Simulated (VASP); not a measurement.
# PtS2 in VASP: a series of runs, part 2 of 2

VASP 6.6.1. The steps go on from the part before.

## Step 3: Single point, PBE (atom 2 (S) moved by (+0.000, +0.200) A along x and y)

Input file INCAR:

```
  ALGO = Normal
  EDIFF = 1E-6
  ENCUT = 520
  GGA = PE
  ISIF = 2
  ISMEAR = 0
  LASPH = True
  LCHARG = False
  LREAL = False
  LWAVE = False
  NBANDS = 18
  NELM = 80
  PREC = Accurate
  SIGMA = 0.05
```

Input file KPOINTS:

```
k-points
0
Gamma
  12 12 8
```

Input file POSCAR:

```
PtS2
1.0
    3.5431994758      0.0000000000      0.0000000000
   -1.7715997379      3.0685007567      0.0000000000
    0.0000000000      0.0000000000      5.0388000000
Pt S
1 2
Direct
    0.0000000000      0.0000000000      0.0000000000
    0.3659225383      0.7318450765      0.2500000000
    0.6666666667      0.3333333333      0.7500000000
```

Potentials or basis: VASP PAW PBE potentials, release 64 (Pt, S).

On the command line:

```bash
$ cat potpaw_PBE.64/Pt/POTCAR potpaw_PBE.64/S/POTCAR > POTCAR
$ mpirun -np 1 vasp_std > vasp.out
```

OUTCAR:

```text
EDIFF = 1E-6
   ENCUT = 520
   GGA = PE
   ISIF = 2
   ISMEAR = 0
   LASPH = True
   LREAL = False
   NELM = 80
   PREC = Accurate

 ion  position               nearest neighbor table
   1  0.000  0.000  0.000-   2 2.32   2 2.32   3 2.40   3 2.40   3 2.40   2 2.57
   2  0.366  0.732  0.250-   1 2.32   1 2.32   1 2.57
   3  0.667  0.333  0.750-   1 2.40   1 2.40   1 2.40

  LATTYP: Found a hexagonal cell.
 ALAT       =     3.5431994758
 C/A-ratio  =     1.4221045229

  Lattice vectors:

 A1 = (   3.5431994758,   0.0000000000,   0.0000000000)
 A2 = (  -1.7715997379,   3.0685007567,   0.0000000000)
 A3 = (   0.0000000000,   0.0000000000,   5.0388000000)

Analysis of symmetry for initial positions (statically):
=====================================================================
 Subroutine PRICEL returns:
 Original cell was already a primitive cell.

[... 166 lines left out ...]
  ---------------------------------------------------
  free energy    TOTEN  =       -15.20948232 eV

  energy without entropy =      -15.20948232  energy(sigma->0) =      -15.20948232

 E-fermi :   7.0169     XC(G=0): -10.6905

 val. band max:        6.8198066620   @ k =   0.0000   0.1667   0.2500
 cond. band min:       7.2121991083   @ k =   0.0000   0.2500   0.2500
 fundamental gap:      0.3923924463
 Fermi energy:         7.0168911346

 k-point     1 :       0.0000    0.0000    0.0000
  band No.  band energies     occupation
      1      -8.4279      2.00000
      2      -5.5942      2.00000
      3      -0.2686      2.00000
      4       0.2747      2.00000
      5       0.5783      2.00000
      6       2.9103      2.00000
[... 481 lines left out ...]
      5       1.5582      2.00000
      6       1.9094      2.00000
[... 10 lines left out ...]
     17      15.6977      0.00000
     18      16.6191      0.00000

 [... further k-points ...]

------------------------ aborting loop because EDIFF is reached ----------------------------------------

  FORCE on cell =-STRESS in cart. coord.  units (eV):
  Direction    XX          YY          ZZ          XY          YZ          ZX
  --------------------------------------------------------------------------------------
  -------------------------------------------------------------------------------------
  Total        2.2955408      0.5430793      0.5526197      0.0000000     -1.6843773      0.0000000
  in kB       67.1346349     15.8827198     16.1617346      0.0000000    -49.2607479      0.0000000
  external PRESSURE =      33.0596964 kB  Pullay stress =       0.0000000 kB

 VOLUME and BASIS-vectors are now :
 -----------------------------------------------------------------------------
  energy-cutoff  :      520.00
  volume of cell :       54.78
      direct lattice vectors                 reciprocal lattice vectors
     3.543199476  0.000000000  0.000000000     0.282230794  0.162946025  0.000000000
    -1.771599738  3.068500757  0.000000000     0.000000000  0.325892049  0.000000000
     0.000000000  0.000000000  5.038800000     0.000000000  0.000000000  0.198459951

 POSITION                                       TOTAL-FORCE (eV/Angst)
 -----------------------------------------------------------------------------------
      0.00000      0.00000      0.00000         0.000000      1.343459     -0.301561
      0.00000      2.24567      1.25970         0.000000     -1.443103     -0.004746
      1.77160      1.02283      3.77910        -0.000000      0.099643      0.306307
 -----------------------------------------------------------------------------------
    total drift:                               -0.000000      0.000019     -0.000022

  FREE ENERGIE OF THE ION-ELECTRON SYSTEM (eV)
  ---------------------------------------------------
  free  energy   TOTEN  =       -15.2094823156 eV

  energy  without entropy=      -15.2094823156  energy(sigma->0) =      -15.20948232
```

stdout:

```text
POSCAR found type information on POSCAR PtS
 POSCAR found :  2 types and       3 ions
 scaLAPACK will be used
 LDA part: xc-table for (Slater+PW92), standard interpolation
 POSCAR, INCAR and KPOINTS ok, starting setup
 FFT: planning ... GRIDC
 FFT: planning ... GRID_SOFT
 FFT: planning ... GRID
 WAVECAR not read
 entering main loop
```

Wall time 1.8 min (1 thread of Intel Xeon 6975P-C (Granite Rapids), shared host); peak memory 0.41 GiB.

What came out:

| Item | Value |
| --- | --- |
| Free energy | -15.2095 eV |
| Pressure | 3.3 GPa |
| Largest force | 1.443 eV/Å |
| Band gap on the k mesh | 0.39 eV (least direct gap 0.52 eV) |

Forces in eV/Å, atoms in the order of the input:
```
Pt   0.000  1.343 -0.302
S    0.000 -1.443 -0.005
S    0.000  0.100  0.306
```

Caveat: the cell differs from its parent crystal (atom 2 (S) moved by (+0.000, +0.200) A along x and y); the stress differs along the axes, from 2 to 7 GPa; spin-orbit coupling is left out, which moves the levels of the heavy elements; forces of over 1 eV/Å act on the atoms, so gaps and moduli don't describe the material at rest. A k mesh can miss the band edges.

## Step 4: Single point, PBE (atom 2 (S) moved by (-0.100, -0.200) A along x and y)

Input file INCAR:

```
PREC     = Accurate       # precision mode
ENCUT    = 520            # plane-wave cutoff, eV
EDIFF    = 1E-7           # SCF threshold, eV
ISMEAR   = 0              # smearing method
SIGMA    = 0.05           # smearing width, eV
LREAL    = F              # projectors in reciprocal space
LASPH    = T              # aspherical terms in the spheres
NELM     = 60             # most SCF steps
ALGO     = Normal         # electronic algorithm
ISIF     = 2              # what is computed and relaxed
LWAVE    = F              # write WAVECAR
LCHARG   = T              # write CHGCAR
GGA      = PE             # functional
LELF     = T              # ELF
LVHAR    = T            
NBANDS   = 18             # bands
```

Input file KPOINTS:

```
regular mesh
0
Gamma
  12 12 8
```

Changes to POSCAR since step 3:

```diff
@@ -9,3 +9,3 @@
     0.0000000000      0.0000000000      0.0000000000
-    0.3659225383      0.7318450765      0.2500000000
+    0.2725210490      0.6014882568      0.2500000000
     0.6666666667      0.3333333333      0.7500000000
```

On the command line:

```bash
$ cat potpaw_PBE.64/Pt/POTCAR potpaw_PBE.64/S/POTCAR > POTCAR
$ mpirun -np 1 vasp_std > vasp.out
```

It took 4.1 min on 1 thread of Intel Xeon 6975P-C (Granite Rapids), shared host; peak memory 0.61 GiB.

It converged, with:

* Free energy: -15.1387 eV
* Pressure: 4.0 GPa
* Largest force: 2.097 eV/Å
* Band gap on the k mesh: 0.39 eV (least direct gap 0.52 eV)

Forces on the atoms (eV/Å):
```
Pt  -0.531 -1.856 -0.462
S    0.564  2.012  0.176
S   -0.033 -0.156  0.286
```

Stress tensor (GPa, compression positive):
```
 1.13 -1.04  1.83
-1.04  8.43  7.22
 1.83  7.22  2.38
```

Levels at points of the mesh, in eV from the valence-band top:
```
           k point  band 7  band 8  band 9  band 10  band 11  band 12  band 13  band 14  band 15  band 16
(0.00, 0.00, 0.00)   -3.80   -2.29   -1.21    -0.71     0.00     1.48     2.13     4.62     5.32     7.73
(0.50, 0.00, 0.00)   -3.26   -3.23   -2.99    -2.80    -2.38     0.98     2.63     5.66     6.53     8.11
(0.00, 0.50, 0.00)   -3.71   -3.32   -3.12    -2.95    -2.41     1.68     2.19     5.13     6.26     7.56
(0.50, 0.50, 0.00)   -3.53   -3.25   -3.05    -2.91    -2.32     1.29     2.25     5.52     6.38     7.97
(0.00, 0.00, 0.50)   -3.83   -2.81   -1.50    -1.25    -1.08     2.21     2.59     5.60     6.97     7.70
(0.50, 0.00, 0.50)   -3.21   -3.06   -2.69    -2.44    -1.17     1.56     2.20     4.67     5.08     7.27
(0.00, 0.50, 0.50)   -3.47   -3.20   -2.86    -2.45    -1.67     1.17     2.10     5.37     5.57     7.58
(0.50, 0.50, 0.50)   -3.43   -3.17   -2.81    -2.29    -1.32     1.21     2.20     4.95     5.27     7.34
```

Caveat: the cell differs from its parent crystal (atom 2 (S) moved by (-0.100, -0.200) A along x and y); the stress differs along the axes, from 1 to 8 GPa; spin-orbit coupling is left out, which moves the levels of the heavy elements; forces of over 1 eV/Å act on the atoms, so gaps and moduli don't describe the material at rest. A k mesh can miss the band edges.

## Step 5: Single point, PBE (atom 2 (S) moved by (-0.200, -0.100) A along x and y)

Input file INCAR:

```
  ALGO = Normal
  EDIFF = 1E-6
  ENCUT = 520
  GGA = PE
  ISIF = 2
  ISMEAR = 0
  LASPH = True
  LCHARG = False
  LREAL = False
  LWAVE = False
  NBANDS = 18
  NELM = 80
  PREC = Accurate
  SIGMA = 0.05
```

Input file KPOINTS:

```
k-points
0
Gamma
  12 12 8
```

Changes to POSCAR since step 4:

```diff
@@ -9,3 +9,3 @@
     0.0000000000      0.0000000000      0.0000000000
-    0.2725210490      0.6014882568      0.2500000000
+    0.2605925721      0.6340774617      0.2500000000
     0.6666666667      0.3333333333      0.7500000000
```

On the command line:

```bash
$ cat potpaw_PBE.64/Pt/POTCAR potpaw_PBE.64/S/POTCAR > POTCAR
$ mpirun -np 1 vasp_std > vasp.out
```

It took 3.3 min on 1 thread of Intel Xeon 6975P-C (Granite Rapids), shared host; peak memory 0.61 GiB.

Results (log left out):

```
Free energy            : -15.1734 eV
Pressure               : 3.6 GPa
Largest force          : 1.583 eV/Å
Band gap on the k mesh : 0.36 eV (least direct gap 0.48 eV)
```

Forces in eV/Å, atoms in the order of the input:
```
Pt  -1.347 -0.602 -0.371
S    1.444  0.643  0.080
S   -0.097 -0.040  0.291
```

Stress tensor (GPa, compression positive):
```
 3.31 -2.58  4.94
-2.58  5.61  2.15
 4.94  2.15  1.94
```

Levels at points of the mesh, in eV from the valence-band top:
| k point | band 8 | band 9 | band 10 | band 11 | band 12 | band 13 | band 14 | band 15 |
| --- | --- | --- | --- | --- | --- | --- | --- | --- |
| (0.00, 0.00, 0.00) | -2.28 | -1.27 | -0.71 | -0.03 | 1.48 | 2.14 | 4.62 | 5.31 |
| (0.50, 0.00, 0.00) | -3.18 | -3.02 | -2.78 | -2.41 | 0.91 | 2.74 | 5.64 | 6.57 |
| (0.00, 0.50, 0.00) | -3.19 | -3.16 | -2.98 | -2.35 | 1.48 | 2.16 | 5.31 | 6.30 |
| (0.50, 0.50, 0.00) | -3.19 | -3.17 | -2.99 | -2.37 | 1.53 | 2.16 | 5.27 | 6.29 |
| (0.00, 0.00, 0.50) | -2.83 | -1.42 | -1.36 | -1.08 | 2.14 | 2.63 | 5.58 | 6.99 |
| (0.50, 0.00, 0.50) | -3.05 | -2.65 | -2.55 | -1.17 | 1.69 | 2.15 | 4.60 | 5.03 |
| (0.00, 0.50, 0.50) | -3.19 | -2.91 | -2.33 | -1.49 | 1.13 | 2.14 | 5.15 | 5.40 |
| (0.50, 0.50, 0.50) | -3.18 | -2.93 | -2.35 | -1.53 | 1.13 | 2.13 | 5.19 | 5.44 |

Caveat: the cell differs from its parent crystal (atom 2 (S) moved by (-0.200, -0.100) A along x and y); the cell stands under pressure; spin-orbit coupling is left out, which moves the levels of the heavy elements; forces of over 1 eV/Å act on the atoms, so gaps and moduli don't describe the material at rest. A k mesh can miss the band edges.

## Step 6: Summary

```tsv
cell	gap on the mesh (eV)	pressure (GPa)	largest force (eV/Å)
as given, atomic positions A	0.42	3.8	2.09
as given, atomic positions B	0.39	3.3	1.44
as given, atomic positions C	0.39	4.0	2.10
as given, atomic positions D	0.36	3.6	1.58
```

Alike in all rows: task single point; level PBE; potentials or basis VASP PAW PBE potentials, release 64 (Pt, S); no spin polarisation; k mesh 12 × 12 × 8; cutoff (eV) 520; smearing gaussian 0.05 eV.

Caveats: spin-orbit coupling is left out, which moves the levels of the heavy elements; forces of over 1 eV/Å act on the atoms, so gaps and moduli don't describe the material at rest; the stress differs along the axes, from 1 to 8 GPa (at least some runs); the stress differs along the axes, from 2 to 7 GPa (at least some runs); the cell stands under pressure (at least some runs).

Absolute energies hang on the potentials; compare differences alone.
